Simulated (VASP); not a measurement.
# MgO (lda): elastic constants with LDA

MgO (lda):

```
CELL_PARAMETERS angstrom
0.00000 2.08035 2.08035
2.08035 0.00000 2.08035
2.08035 2.08035 0.00000
ATOMIC_POSITIONS crystal
Mg 0.00000 0.00000 0.00000
O 0.50000 0.50000 0.50000
```

* Program: VASP 6.6.1
* Task: elastic constants
* Functional: LDA
* Potentials or basis: VASP PAW LDA potentials, release 64 (Mg, O)
* Cutoff: 600 eV
* k mesh: 10 × 10 × 10
* Occupations: gaussian, width 0.01 eV
* Spin: no spin polarisation
* Dipole correction: no
* Ions in elastic constants: relaxed
* Further INCAR settings: ALGO = Normal; EDIFF = 1e-08; NBANDS = 11; IBRION = 6; POTIM = 0.015; NSW = 1; ISIF = 3

| Quantity | Value |
| --- | --- |
| Elastic constants C11, C12, C44 | 326, 95, 155 GPa |
| Voigt bulk modulus | 172 GPa |
| Highest phonon frequency at Γ, LO-TO splitting left out | 414 cm⁻¹ |

Phonon frequencies in cm⁻¹ (negative: imaginary):
```csv
q point,frequencies
"(0.000, 0.000, 0.000)",0 0 0 414 414 414
```

Elastic tensor in Voigt notation (GPa, in the Cartesian axes of the cell as first typed):
```
326  95  95   0   0   0
 95 326  95   0   0   0
 95  95 326   0   0   0
  0   0   0 155   0   0
  0   0   0   0 155   0
  0   0   0   0   0 155
```

Clamped-ion elastic tensor (GPa):
```
326  95  95   0   0   0
 95 326  95   0   0   0
 95  95 326   0   0   0
  0   0   0 155   0   0
  0   0   0   0 155   0
  0   0   0   0   0 155
```

Wall time 5.8 min on 1 thread of Intel Xeon 8259CL, with other jobs on the host, peak memory 0.25 GiB.

Caveat: the cell is under stress, which shifts elastic constants.
